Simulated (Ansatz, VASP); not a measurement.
ZnS in VASP and in Ansatz

INCAR

```
SYSTEM = ZnS
PREC = Accurate
ENCUT = 600
EDIFF = 1E-6
ISMEAR = -1
SIGMA = 0.05
LREAL = .FALSE.
LASPH = .TRUE.
NELM = 60
ALGO = Normal
ISIF = 3
LWAVE = .FALSE.
LCHARG = .FALSE.
GGA = PE
IBRION = 2
NSW = 60
EDIFFG = -0.005
```

File KPOINTS:

```
Automatic mesh
0
G
  10 10 6
  0 0 0
```

The input POSCAR:

```
ZnS
1.0
    3.8020776069      0.0000000000      0.0000000000
   -1.9010388034      3.2926957947      0.0000000000
    0.0000000000      0.0000000000      6.1973864992
Zn S
2 2
Direct
    0.3333333333      0.6666666667      0.0000000000
    0.6666666667      0.3333333333      0.5000000000
    0.3333333333      0.6666666667      0.3760000000
    0.6666666667      0.3333333333      0.8760000000
```

Input for Ansatz:

```yaml
crystal:
  lattice:
    - [3.8020776069, 0.0, 0.0]
    - [-1.9010388034, 3.2926957947, 0.0]
    - [0.0, 0.0, 6.1973864992]
  atoms:
    - { symbol: Zn, position: [0.3333333333, 0.6666666667, 0.0] }
    - { symbol: Zn, position: [0.6666666667, 0.3333333333, 0.5] }
    - { symbol: S, position: [0.3333333333, 0.6666666667, 0.376] }
    - { symbol: S, position: [0.6666666667, 0.3333333333, 0.876] }
kpoints:
  mp_grid: { grid: [10, 10, 6] }
scf:
  occupations: { method: fermi_dirac, width: 0.05 }
hamiltonian:
  xc: pbe
  pseudopotentials: { kind: paw }
output:
  forces: true
  stress: true
relax:
  f_tol: 0.005
  max_steps: 40
  cell: {}
```

Alike in both runs: task relaxation of cell and atoms; functional PBE; k mesh 10 × 10 × 6; occupations fermi-dirac, width 0.05 eV; no spin polarisation.

|  | VASP | Ansatz |
| --- | --- | --- |
| version | VASP 6.6.1 | Ansatz 0.2.0 |
| potentials or method | VASP PAW PBE potentials, release 64 (Zn, S) | PAW with Ansatz's default frozen-core files, scalar-relativistic |
| plane-wave cutoff (eV) | 600 | 420 |
| valence electrons in the cell | 36 | 36 |

Ansatz gave:

```
relaxed volume (Å³/atom)                                     : 20.18
relaxed cell length with the largest relative difference (Å) : 3.845
```

Question: Which values does VASP return?

Answer: Relaxed volume (Å³/atom): 20.23; relaxed cell length with the largest relative difference (Å): 3.848.
